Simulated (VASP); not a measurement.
# BaTiO3 (Pm-3m) in VASP: settings compared, part 2 of 2

VASP 6.6.1.

## 3. Single point, r2SCAN

Contents of POSCAR:

```
BaTiO3
1.0
    3.9940964053      0.0000000000      0.0000000000
    0.0000000000      3.9940964053      0.0000000000
    0.0000000000      0.0000000000      3.9940964053
Ba Ti O
1 1 3
Direct
    0.0000000000      0.0000000000      0.0000000000
    0.5000000000      0.5000000000      0.5000000000
    0.5000000000      0.0000000000      0.5000000000
    0.5000000000      0.5000000000      0.0000000000
    0.0000000000      0.5000000000      0.5000000000
```

Contents of INCAR.step1:

```
ALGO = Normal
EDIFF = 1E-4
ENCUT = 520
GGA = PE
ISMEAR = 0
LASPH = True
LCHARG = False
LREAL = False
LWAVE = True
NBANDS = 28
NELM = 80
PREC = Accurate
SIGMA = 0.01
```

Contents of INCAR.step2:

```
ALGO = Normal
EDIFF = 1E-7
ENCUT = 520
ISIF = 2
ISMEAR = 0
ISTART = 1
LASPH = True
LCHARG = False
LMIXTAU = True
LREAL = False
LWAVE = False
METAGGA = R2SCAN
NBANDS = 28
NELM = 80
PREC = Accurate
SIGMA = 0.01
```

Contents of KPOINTS:

```
k-points
0
Gamma
  6 6 6
```

Potentials or basis: VASP PAW PBE potentials, release 64 (Ba_sv, Ti_sv, O).

Run with:

```
$ cat potpaw_PBE.64/Ba_sv/POTCAR potpaw_PBE.64/Ti_sv/POTCAR potpaw_PBE.64/O/POTCAR > POTCAR
$ cp INCAR.step1 INCAR
$ mpirun -np 1 vasp_std > vasp.out
$ cp INCAR.step2 INCAR
$ mpirun -np 1 vasp_std > vasp.out
```

It took 2.8 min on 1 thread of Intel Xeon Platinum 8259CL at 2.50GHz (Skylake/Cascade Lake), shared host; peak memory 0.19 GiB.

Results (log left out):

* Free energy: -74.2299 eV
* Pressure: 2.0 GPa
* Band gap on the k mesh: 2.15 eV (least direct gap 2.30 eV)

Levels at points of the mesh, in eV from the valence-band top:
```
           k point  band 18  band 19  band 20  band 21  band 22  band 23
(0.00, 0.00, 0.00)    -0.15    -0.15    -0.15     2.15     2.15     2.15
(0.50, 0.00, 0.00)    -1.83    -0.75    -0.75     2.30     3.88     3.88
(0.50, 0.50, 0.00)    -0.88    -0.88    -0.09     3.89     3.89     4.34
(0.50, 0.50, 0.50)     0.00     0.00     0.00     4.58     4.58     4.58
```

Caveat: the PAW data sets were made with another functional, which shifts forces and pressure a little; spin-orbit coupling is left out, which moves the levels of the heavy elements. A k mesh can miss the band edges.

## 4. Single point, PBE, non-collinear spin, zero start, spin-orbit coupling

Contents of INCAR:

```
SYSTEM = BaTiO3
PREC = Accurate
ENCUT = 520
EDIFF = 1E-6
ISMEAR = 0
SIGMA = 0.01
LREAL = .FALSE.
LASPH = .TRUE.
NELM = 150
ALGO = Normal
ISIF = 2
LWAVE = .FALSE.
LCHARG = .TRUE.
LNONCOLLINEAR = .TRUE.
MAGMOM = 0 0 0 0 0 0 0 0 0 0 0 0 0 0 0
LORBIT = 11
LSORBIT = .TRUE.
GGA_COMPAT = .FALSE.
LORBMOM = .TRUE.
LMAXMIX = 4
GGA = PE
LVHAR = .TRUE.
NBANDS = 55
```

Contents of KPOINTS:

```
regular mesh
0
G
  6 6 6
  0 0 0
```

POSCAR is that of step 3.

Run with:

```
$ cat potpaw_PBE.64/Ba_sv/POTCAR potpaw_PBE.64/Ti_sv/POTCAR potpaw_PBE.64/O/POTCAR > POTCAR
$ mpirun -np 1 vasp_ncl > vasp.out
```

It took 2.6 min on 1 thread of Intel Xeon Platinum 8259CL at 2.50GHz (Skylake/Cascade Lake), shared host; peak memory 0.34 GiB.

The run converged. Its results:

| Item | Value |
| --- | --- |
| Free energy | -40.1513 eV |
| Pressure | 5.0 GPa |
| Net moment | 0.00 μB per cell |
| Valence electrons inside the program's atomic spheres | Ba 8.00; Ti 10.19; O 5.04 |

Moments on the atoms (μB; x, y, z):
```
Ba  0.00 0.00 0.00
Ti  0.00 0.00 0.00
O   0.00 0.00 0.00
O   0.00 0.00 0.00
O   0.00 0.00 0.00
```

Caveat: the cell stands under pressure.

## 5. Single point, HSE06

POSCAR is that of step 4.

Contents of INCAR.step1:

```
SYSTEM = BaTiO3
  ALGO = Normal
  EDIFF = 1E-5
  ENCUT = 520
  GGA = PE
  ISIF = 2
  ISMEAR = 0
  LASPH = .True.
  LCHARG = .False.
  LREAL = .False.
  LWAVE = .True.
  NBANDS = 28
  NELM = 80
  PREC = Accurate
  SIGMA = 0.01
```

Contents of INCAR.step2:

```
SYSTEM = BaTiO3
  ALGO = Normal
  EDIFF = 1E-7
  ENCUT = 520
  GGA = PE
  HFSCREEN = 0.2079
  ISIF = 2
  ISMEAR = 0
  ISTART = 1
  LASPH = .True.
  LCHARG = .False.
  LHFCALC = .True.
  LREAL = .False.
  LWAVE = .False.
  NBANDS = 28
  NELM = 80
  PREC = Accurate
  PRECFOCK = Fast
  SIGMA = 0.01
```

Contents of KPOINTS:

```
k-points
0
Gamma
  4 4 4
  0 0 0
```

Run with:

```
$ cat potpaw_PBE.64/Ba_sv/POTCAR potpaw_PBE.64/Ti_sv/POTCAR potpaw_PBE.64/O/POTCAR > POTCAR
$ cp INCAR.step1 INCAR
$ mpirun -np 1 vasp_std > vasp.out
$ cp INCAR.step2 INCAR
$ mpirun -np 1 vasp_std > vasp.out
```

Run time: 34 min. Hardware: 1 thread of Oxide Virtual Turin-like, shared host; peak memory 0.26 GiB.

Results (log left out):

```
Free energy            : -48.3793 eV
Pressure               : -0.6 GPa
Band gap on the k mesh : 3.14 eV (least direct gap 3.26 eV)
```

Levels at points of the mesh, in eV from the valence-band top:
```tsv
k point	band 16	band 17	band 18	band 19	band 20	band 21	band 22	band 23	band 24	band 25
(0.00, 0.00, 0.00)	-1.19	-1.19	-0.12	-0.12	-0.12	3.14	3.14	3.14	5.29	5.29
(0.50, 0.00, 0.00)	-2.02	-1.93	-1.93	-0.76	-0.76	3.32	5.08	5.08	5.30	7.54
(0.50, 0.50, 0.00)	-2.88	-1.92	-0.92	-0.92	-0.09	5.10	5.10	5.62	6.25	9.55
(0.50, 0.50, 0.50)	-2.53	-2.53	0.00	0.00	0.00	5.89	5.89	5.89	8.36	8.36
```

Caveat: the PAW data sets were made with another functional, which shifts forces and pressure a little; spin-orbit coupling is left out, which moves the levels of the heavy elements. A k mesh can miss the band edges.

## 6. Overview

| level | spin | k mesh | smearing | grid for exact exchange (PRECFOCK) | share of exact exchange | screening parameter | gap on the mesh (eV) | pressure (GPa) |
| --- | --- | --- | --- | --- | --- | --- | --- | --- |
| PBE | off | 6 × 6 × 6 | fermi-dirac 0.02 eV | - | - | - | 1.76 | 5.0 |
| r2SCAN | off | 6 × 6 × 6 | gaussian 0.01 eV | - | - | - | 2.15 | 2.0 |
| PBE | non-collinear, zero start, SOC | 6 × 6 × 6 | gaussian 0.01 eV | - | - | - | - | 5.0 |
| HSE06 | off | 4 × 4 × 4 | gaussian 0.01 eV | Fast | 0.25 | 0.2079 1/Å | 3.14 | -0.6 |

Alike in all rows: task single point; potentials or basis VASP PAW PBE potentials, release 64 (Ba_sv, Ti_sv, O); cell as given; cutoff (eV) 520.

On the cell as given the gap runs from 1.76 eV (PBE) to 3.14 eV (HSE06); the meshes differ, which moves gaps too. The pressure there spans -0.6 GPa (HSE06) to 5.0 GPa (PBE); a positive pressure means that this level wants a larger cell, a negative one a smaller.

Caveats: spin-orbit coupling is left out, which moves the levels of the heavy elements (at least some runs); the cell stands under pressure (at least some runs); the PAW data sets were made with another functional, which shifts forces and pressure a little (at least some runs).

Absolute energies hang on the potentials; compare differences alone.
